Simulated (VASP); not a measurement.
# Bi2Se3 (R-3m) in VASP: single point with LDA

Aim: the single point of Bi2Se3 with LDA.

Everything below comes from runs of VASP 6.6.1. Logs are shortened: lines on timing, memory, paths and dates and some standing lists are left out, and cuts for length are marked.

## (1) The cell of the first run

Symmetry: R-3m, No. 166, trigonal system. Conventional cell: a = 4.102 Å, b = 4.102 Å, c = 28.010 Å, α = 90.00°, β = 90.00°, γ = 120.00°. Within 3.7 Å of Bi (site symmetry 3m) lie 6 Se at 2.84 to 3.04 Å. Se (site symmetry -3m) has 6 Bi at 3.04 Å within 4.0 Å. Se (site symmetry 3m) has 3 Bi at 2.84 Å and 3 Se at 3.37 Å within 3.7 Å.

## (2) Single point, LDA

The input, INCAR:

```
SYSTEM = Bi2Se3
PREC = Accurate
ENCUT = 520
EDIFF = 1E-6
ISMEAR = 0
SIGMA = 0.05
LREAL = .FALSE.
LASPH = .TRUE.
NELM = 100
ALGO = Normal
ISIF = 2
LWAVE = .FALSE.
LCHARG = .FALSE.
GGA = CA
NBANDS = 32
```

The input, KPOINTS:

```
regular mesh
0
G
  6 6 6
  0 0 0
```

The input, POSCAR:

```
Bi2Se3
1.0
    2.0508644532      1.1840671441      9.3365506712
   -2.0508644532      1.1840671441      9.3365506712
    0.0000000000     -2.3681342882      9.3365506712
Bi Se
2 3
Direct
    0.4011487109      0.4011487109      0.4011487109
    0.5988512891      0.5988512891      0.5988512891
    0.0000000000      0.0000000000      0.0000000000
    0.2095087872      0.2095087872      0.2095087872
    0.7904912128      0.7904912128      0.7904912128
```

Potentials or basis: VASP PAW LDA potentials, release 64 (Bi_d, Se).

The run is started by

```sh
$ cat potpaw_LDA.64/Bi_d/POTCAR potpaw_LDA.64/Se/POTCAR > POTCAR
$ mpirun -np 1 vasp_std > vasp.out
```

OUTCAR:

```text
SYSTEM = Bi2Se3
   PREC = Accurate
   ENCUT = 520
   EDIFF = 1E-6
   ISMEAR = 0
   LREAL = .FALSE.
   LASPH = .TRUE.
   NELM = 100
   ISIF = 2
   GGA = CA

 ion  position               nearest neighbor table
   1  0.401  0.401  0.401-   5 2.84   5 2.84   5 2.84   3 3.04   3 3.04   3 3.04
   2  0.599  0.599  0.599-   4 2.84   4 2.84   4 2.84   3 3.04   3 3.04   3 3.04
   3  0.000  0.000  0.000-   2 3.04   1 3.04   2 3.04   2 3.04   1 3.04   1 3.04
   4  0.210  0.210  0.210-   2 2.84   2 2.84   2 2.84
   5  0.790  0.790  0.790-   1 2.84   1 2.84   1 2.84

  LATTYP: Found a trigonal (rhomboedric) cell.
 ALAT       =     9.6321980068
 COS(alpha) =     0.9093321938

  Lattice vectors:

 A1 = (   2.0508644532,   1.1840671441,   9.3365506712)
 A2 = (  -2.0508644532,   1.1840671441,   9.3365506712)
 A3 = (   0.0000000000,  -2.3681342882,   9.3365506712)

Analysis of symmetry for initial positions (statically):
=====================================================================
 Subroutine PRICEL returns:
 Original cell was already a primitive cell.

 Routine SETGRP: Setting up the symmetry group for a
 trigonal (rhombohedral) supercell.

 Subroutine GETGRP returns: Found 12 space group operations
 (whereof 12 operations were pure point group operations)
 out of a pool of 12 trial point group operations.

The static configuration has the point symmetry D_3d.

Analysis of symmetry for dynamics (positions and initial velocities):
=====================================================================
 Subroutine PRICEL returns:
 Original cell was already a primitive cell.

 Routine SETGRP: Setting up the symmetry group for a
 trigonal (rhombohedral) supercell.

 Subroutine GETGRP returns: Found 12 space group operations
 (whereof 12 operations were pure point group operations)
 out of a pool of 12 trial point group operations.

The dynamic configuration has the point symmetry D_3d.

 Subroutine INISYM returns: Found 12 space group operations
 (whereof 12 operations are pure point group operations),
 and found     1 'primitive' translations

----------------------------------------------------------------------------------------

                                     Primitive cell

  volume of cell :     136.0351

  direct lattice vectors                    reciprocal lattice vectors
     2.050864453  1.184067144  9.336550671     0.243799633  0.140757783  0.035701979
    -2.050864453  1.184067144  9.336550671    -0.243799633  0.140757783  0.035701979
     0.000000000 -2.368134288  9.336550671     0.000000000 -0.281515567  0.035701979

  length of vectors
     9.632198007  9.632198007  9.632198007     0.283770410  0.283770410  0.283770410

  position of ions in fractional coordinates (direct lattice)
     0.401148711  0.401148711  0.401148711
     0.598851289  0.598851289  0.598851289
     0.000000000  0.000000000  0.000000000
     0.209508787  0.209508787  0.209508787
     0.790491213  0.790491213  0.790491213

  ion indices of the primitive-cell ions
   primitive index   ion index
                 1           1
                 2           2
                 3           3
                 4           4
                 5           5

----------------------------------------------------------------------------------------

 KPOINTS: regular mesh

Automatic generation of k-mesh.
 Grid dimensions read from file:
 generate k-points for:    6    6    6

 Generating k-lattice:

  Cartesian coordinates                     Fractional coordinates (reciprocal lattice)
     0.040633272  0.023459631  0.005950330     0.166666667 -0.000000000  0.000000000
    -0.040633272  0.023459631  0.005950330    -0.000000000  0.166666667  0.000000000
     0.000000000 -0.046919261  0.005950330     0.000000000  0.000000000  0.166666667

  Length of vectors
     0.047295068  0.047295068  0.047295068

  Shift w.r.t. Gamma in fractional coordinates (k-lattice)
     0.000000000  0.000000000  0.000000000

 Subroutine IBZKPT returns following result:
 ===========================================

 Found     32 irreducible k-points:

 Following reciprocal coordinates:
            Coordinates               Weight
  0.000000  0.000000  0.000000      1.000000
  0.166667  0.000000  0.000000      6.000000
  0.333333  0.000000 -0.000000      6.000000
  0.500000 -0.000000  0.000000      3.000000
  0.166667  0.166667  0.000000      6.000000
  0.333333  0.166667  0.000000     12.000000
[... 16 lines left out ...]
  0.500000  0.500000  0.166667      6.000000
 -0.333333  0.500000  0.166667     12.000000
 [... further k-points ...]
   k-points           NKPTS =     32   k-points in BZ     NKDIM =     32   number of bands    NBANDS=     32
   number of dos      NEDOS =    301   number of ions     NIONS =      5
   total plane-waves  NPLWV = 373248
   dimension x,y,z NGX =    72 NGY =   72 NGZ =   72
   dimension x,y,z NGXF=   144 NGYF=  144 NGZF=  144
   ions per type =               2   3
   NGX,Y,Z   is equivalent  to a cutoff of  12.43, 12.43, 12.43 a.u.
   NGXF,Y,Z  is equivalent  to a cutoff of  24.85, 24.85, 24.85 a.u.
 SYSTEM =  Bi2Se3
   PREC   = accura    normal or accurate (medium, high low for compatibility)
   ISTART =      0    job   : 0-new  1-cont  2-samecut
   ICHARG =      2    charge: 1-file 2-atom 10-const
   ISPIN  =      1    spin polarized calculation?
   LNONCOLLINEAR =      F non collinear calculations
   LSORBIT =      F    spin-orbit coupling
   LASPH  =      T    aspherical Exc in radial PAW
   ENCUT  =  520.0 eV  38.22 Ry    6.18 a.u.  17.91 17.91 17.91*2*pi/ulx,y,z
   NELM   =    100;   NELMIN=  2; NELMDL= -5     # of ELM steps
   EDIFF  = 0.1E-05   stopping-criterion for ELM
   LREAL  =      F    real-space projection
   EDIFFG = 0.1E-04   stopping-criterion for IOM
   NSW    =      0    number of steps for IOM
   IBRION =     -1    ionic relax: 0-MD 1-quasi-New 2-CG
   NFREE  =      0    steps in history (QN), initial steepest desc. (CG)
   ISIF   =      2    stress and relaxation
   ISYM   =      2    0-nonsym 1-usesym 2-fastsym
   POTIM  = 0.5000    time-step for ionic-motion
   TEBEG  =    0.0;   TEEND  =   0.0 temperature during run
   PSTRESS=    0.0 pullay stress
   NELECT =      48.0000    total number of electrons
   NUPDOWN=      -1.0000    fix difference up-down
   EMIN   =  10.00;   EMAX   =-10.00  energy-range for DOS
   EFERMI =   0.00;   METHOD = LEGACY
   ISMEAR =     0;   SIGMA  =   0.05  broadening in eV -4-tet -1-fermi 0-gaus
   EFERMI_NEDOS =   21; number of points for ismear=-14 and -15
   IALGO  =     38    algorithm
   IMIX   =      4    mixing-type and parameters
     AMIX     =   0.40;   BMIX     =  1.00
     AMIX_MAG =   1.60;   BMIX_MAG =  1.00
  volume/ion in A,a.u.               =      27.21       183.60
  Fermi-wavevector in a.u.,A,eV,Ry     =   1.156835  2.186102 18.208244  1.338268
  Thomas-Fermi vector in A             =   2.293452
   LORBIT       =      0    0 simple, 1 ext, 2 COOP (PROOUT), +10 PAW based schemes
   GGA     = CA    functional components
   LHFCALC =     F    Hartree Fock is set to
   AEXX    =    0.0000 exact exchange contribution
   IVDW    =     0    specifies the selected vdW correction
   LEPSILON=     F    determine dielectric tensor
   LRPA    =     F    only Hartree local field effects (RPA)
 non-spin polarized calculation
 Gauss-broadening in eV      SIGMA  =   0.05
  energy-cutoff  :      520.00
  volume of cell :      136.04
 maximum number of plane-waves:      3701
   NGX = 35   NGY = 35   NGZ = 35

 number of electron      48.0000002 magnetization

 Free energy of the ion-electron system (eV)
  ---------------------------------------------------
  ext. energy  EPLUGINS =         0.00000000
  ---------------------------------------------------
  free energy    TOTEN  =       -23.43277349 eV

  energy without entropy =      -23.43251951  energy(sigma->0) =      -23.43264650

 E-fermi :   5.4491     XC(G=0): -10.0028

 val. band max:        5.4407791003   @ k =   0.0000   0.0000   0.0000
 cond. band min:       5.4575208229   @ k =   0.0000   0.0000   0.0000
 fundamental gap:      0.0167417226
 Fermi energy:         5.4491499614

 k-point     1 :       0.0000    0.0000    0.0000
  band No.  band energies     occupation
      1     -17.7288      2.00000
      2     -17.7288      2.00000
      3     -17.7264      2.00000
      4     -17.7264      2.00000
      5     -17.7099      2.00000
      6     -17.7068      2.00000
[... 24 lines left out ...]
     31      11.0508      0.00000
     32      12.0984      0.00000

 k-point     2 :       0.1667    0.0000    0.0000
  band No.  band energies     occupation
      1     -17.7338      2.00000
      2     -17.7303      2.00000
      3     -17.7223      2.00000
      4     -17.7199      2.00000
      5     -17.7069      2.00000
      6     -17.7040      2.00000
[... 24 lines left out ...]
     31      10.2274      0.00000
     32      11.1934      0.00000

 k-point     3 :       0.3333    0.0000   -0.0000
  band No.  band energies     occupation
      1     -17.7460      2.00000
      2     -17.7401      2.00000
      3     -17.7143      2.00000
      4     -17.7131      2.00000
      5     -17.7107      2.00000
      6     -17.7077      2.00000
[... 24 lines left out ...]
     31       9.8639      0.00000
     32      11.6376      0.00000

 k-point     4 :       0.5000   -0.0000    0.0000
  band No.  band energies     occupation
      1     -17.7527      2.00000
      2     -17.7456      2.00000
      3     -17.7162      2.00000
      4     -17.7137      2.00000
      5     -17.7105      2.00000
      6     -17.7085      2.00000
[... 654 lines left out ...]
     31       9.7779      0.00000
     32      12.1728      0.00000

 k-point    23 :       0.5000    0.5000    0.1667
  band No.  band energies     occupation
      1     -17.7458      2.00000
      2     -17.7403      2.00000
      3     -17.7144      2.00000
      4     -17.7130      2.00000
      5     -17.7107      2.00000
      6     -17.7078      2.00000
[... 24 lines left out ...]
     31       9.7576      0.00000
     32      11.4231      0.00000

 k-point    24 :      -0.3333    0.5000    0.1667
  band No.  band energies     occupation
      1     -17.7445      2.00000
      2     -17.7393      2.00000
      3     -17.7192      2.00000
      4     -17.7132      2.00000
      5     -17.7109      2.00000
      6     -17.7068      2.00000
[... 24 lines left out ...]
     31      10.3679      0.00000
     32      11.7487      0.00000

 [... further k-points ...]

------------------------ aborting loop because EDIFF is reached ----------------------------------------

  FORCE on cell =-STRESS in cart. coord.  units (eV):
  Direction    XX          YY          ZZ          XY          YZ          ZX
  --------------------------------------------------------------------------------------
  -------------------------------------------------------------------------------------
  Total        0.0715978      0.0715978     -0.0602229      0.0000000     -0.0000000      0.0000000
  in kB        0.8432560      0.8432560     -0.7092864      0.0000000     -0.0000000      0.0000000
  external PRESSURE =       0.3257419 kB  Pullay stress =       0.0000000 kB

 VOLUME and BASIS-vectors are now :
 -----------------------------------------------------------------------------
  energy-cutoff  :      520.00
  volume of cell :      136.04
      direct lattice vectors                 reciprocal lattice vectors
     2.050864453  1.184067144  9.336550671     0.243799633  0.140757783  0.035701979
    -2.050864453  1.184067144  9.336550671    -0.243799633  0.140757783  0.035701979
     0.000000000 -2.368134288  9.336550671     0.000000000 -0.281515567  0.035701979

 POSITION                                       TOTAL-FORCE (eV/Angst)
 -----------------------------------------------------------------------------------
      0.00000      0.00000     11.23604         0.000000      0.000000     -0.014061
      0.00000      0.00000     16.77362         0.000000      0.000000      0.014061
      0.00000      0.00000      0.00000         0.000000      0.000000     -0.000000
      0.00000      0.00000      5.86827         0.000000      0.000000     -0.029152
      0.00000      0.00000     22.14138         0.000000     -0.000000      0.029152
 -----------------------------------------------------------------------------------
    total drift:                                0.000000      0.000000      0.000000

  FREE ENERGIE OF THE ION-ELECTRON SYSTEM (eV)
  ---------------------------------------------------
  free  energy   TOTEN  =       -23.4327734929 eV

  energy  without entropy=      -23.4325195134  energy(sigma->0) =      -23.43264650
```

Wall time 6.3 min (1 thread of Intel Xeon Platinum 8375C at 2.90GHz (Ice Lake), shared host); peak memory 0.59 GiB.

Results:

| Property | Result |
| --- | --- |
| Free energy | -23.4328 eV |
| Pressure | 0.0 GPa |
| Largest force | 0.029 eV/Å |

Forces in eV/Å, atoms in the order of the input:
```
Bi   0.000  0.000 -0.014
Bi   0.000  0.000  0.014
Se   0.000  0.000  0.000
Se   0.000  0.000 -0.029
Se   0.000  0.000  0.029
```

Stress tensor (GPa, compression positive):
```
 0.08  0.00  0.00
 0.00  0.08  0.00
 0.00  0.00 -0.07
```

Levels at points of the mesh, in eV from the Fermi level:
```
           k point  band 22  band 23  band 24  band 25  band 26  band 27
(0.00, 0.00, 0.00)    -1.33    -1.33    -0.01     0.01     1.15     1.15
(0.50, 0.00, 0.00)    -2.51    -1.34    -0.57     0.60     1.62     2.82
(0.50, 0.50, 0.00)    -2.05    -1.92    -1.05     1.12     1.81     2.47
(0.50, 0.50, 0.50)    -1.60    -1.60    -0.65     0.63     1.56     1.56
```

Caveat: spin-orbit coupling is left out, which moves the levels of the heavy elements.
